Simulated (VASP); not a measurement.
Write the native input for VASP 6.6.1 that does the following.

```
Task                   : single point
Functional             : r2SCAN
Potentials or basis    : VASP PAW PBE potentials, release 64 (Sb, Pb_d)
Cutoff                 : 520 eV
k mesh                 : 8 × 8 × 2
Occupations            : fermi-dirac, width 0.05 eV
Spin                   : no spin polarisation
Dipole correction      : no
Further INCAR settings : ALGO = Normal; EDIFF = 1e-07; NBANDS = 32
```

Crystal: SbPb3.

```xyz
4
Lattice="3.3661 0.0000 0.0000 -1.6830 2.9151 0.0000 0.0000 0.0000 11.4321" Properties=species:S:1:pos:R:3 pbc="T T T"
Sb    0.0000    0.0000    5.7160
Pb    0.0000    0.0000    0.0000
Pb    1.6830    0.9717    8.5277
Pb    1.6830    0.9717    2.9044
```

The input as run:

POSCAR

```
SbPb3
1.0
    3.3660812981      0.0000000000      0.0000000000
   -1.6830406491      2.9151122837      0.0000000000
    0.0000000000      0.0000000000     11.4320862512
Sb Pb
1 3
Direct
    0.0000000000      0.0000000000      0.5000000000
    0.0000000000      0.0000000000      0.0000000000
    0.6666666667      0.3333333333      0.7459460000
    0.6666666667      0.3333333333      0.2540540000
```

INCAR.step1

```
  ALGO = Normal
  EDIFF = 1E-4
  ENCUT = 520
  GGA = PE
  ISMEAR = -1
  LASPH = True
  LCHARG = False
  LREAL = False
  LWAVE = True
  NBANDS = 32
  NELM = 80
  PREC = Accurate
  SIGMA = 0.05
```

INCAR.step2

```
  ALGO = Normal
  EDIFF = 1E-7
  ENCUT = 520
  ISIF = 2
  ISMEAR = -1
  ISTART = 1
  LASPH = True
  LCHARG = True
  LELF = True
  LMIXTAU = True
  LREAL = False
  LVHAR = True
  LWAVE = False
  METAGGA = R2SCAN
  NBANDS = 32
  NELM = 80
  PREC = Accurate
  SIGMA = 0.05
```

KPOINTS

```
k-points
0
Gamma
  8 8 2
```

Potentials or basis: VASP PAW PBE potentials, release 64 (Sb, Pb_d).

Command:

```bash
$ cat potpaw_PBE.64/Sb/POTCAR potpaw_PBE.64/Pb_d/POTCAR > POTCAR
$ cp INCAR.step1 INCAR
$ mpirun -np 1 vasp_std > vasp.out
$ cp INCAR.step2 INCAR
$ mpirun -np 1 vasp_std > vasp.out
```

Results of the run:

```json
{
 "Pressure": "4.0 GPa",
 "Largest force": "0.038 eV/Å"
}
```

Caveat: the PAW data sets were made with another functional, which shifts forces and pressure a little.

Run time: 3.5 min on 1 thread of Intel(R) Xeon(R) 6975P-C (Granite Rapids) (shared host), peak memory 0.3 GiB.
